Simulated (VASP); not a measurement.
Ag: electric field gradients with LDA

Ag:

```
Ag
1.0
     2.88620    0.00000    0.00000
    -1.44310    2.49952    0.00000
     0.00000    0.00000    9.90000
Ag
4
Cartesian
  0.0000 1.6663 2.4750
  1.4431 0.8332 7.4250
  0.0000 0.0000 0.0000
  0.0000 0.0000 4.9500
```

This cell differs from its parent crystal: zz strain of -1 %.

```
Program                : VASP 6.6.1
Task                   : electric field gradients
Functional             : LDA
Potentials or basis    : VASP PAW LDA potentials, release 64 (Ag)
Cutoff                 : 520 eV
k mesh                 : 14 × 14 × 4
Occupations            : fermi-dirac, width 0.08 eV
Spin                   : no spin polarisation
Dipole correction      : no
Further INCAR settings : ALGO = Normal; EDIFF = 1e-08; NBANDS = 30
```

The pressure is -10.5 GPa, the band gap on the k mesh is zero (bands 22 and 23 overlap by 5.99 eV) and the largest electric field gradient by atom is Ag +10.1, +8.7 (each value once) V/Å².

Stress tensor (GPa, compression positive):
```
 -9.37   0.00   0.00
  0.00  -9.37   0.00
  0.00   0.00 -12.73
```

Levels at points of the mesh, in eV from the Fermi level:
```csv
k point,band 18,band 19,band 20,band 21,band 22,band 23,band 24,band 25,band 26,band 27
"(0.00, 0.00, 0.00)",-3.39,-3.39,-3.27,-3.27,-2.93,-2.93,-0.59,2.73,9.79,9.79
"(0.50, 0.00, 0.00)",-2.69,-2.68,-2.65,0.03,0.85,1.14,1.65,4.23,4.26,6.86
"(0.00, 0.00, 0.50)",-3.57,-3.06,-3.06,-3.06,-3.06,-2.54,-2.54,5.45,5.45,14.11
"(0.50, 0.00, 0.50)",-2.73,-2.66,-2.66,0.41,0.41,1.50,1.50,4.57,4.57,6.08
```

Electric field gradients, principal values (V/Å²):
| atom | least | middle | greatest (by size) |
| --- | --- | --- | --- |
| 1 Ag | -5.036 | -5.037 | 10.072 |
| 2 Ag | -5.036 | -5.037 | 10.072 |
| 3 Ag | -4.371 | -4.372 | 8.743 |
| 4 Ag | -4.371 | -4.372 | 8.743 |

Wall time 51 s on 1 thread of Intel(R) Xeon(R) 6975P-C (Granite Rapids), with other jobs on the host, peak memory 0.24 GiB.

Caveat: the cell differs from its parent crystal (zz strain of -1 %); the cell stands under tension; without QUAD_EFG the Cq values of the log hold for a quadrupole moment of 1 mb, not for the nuclei.
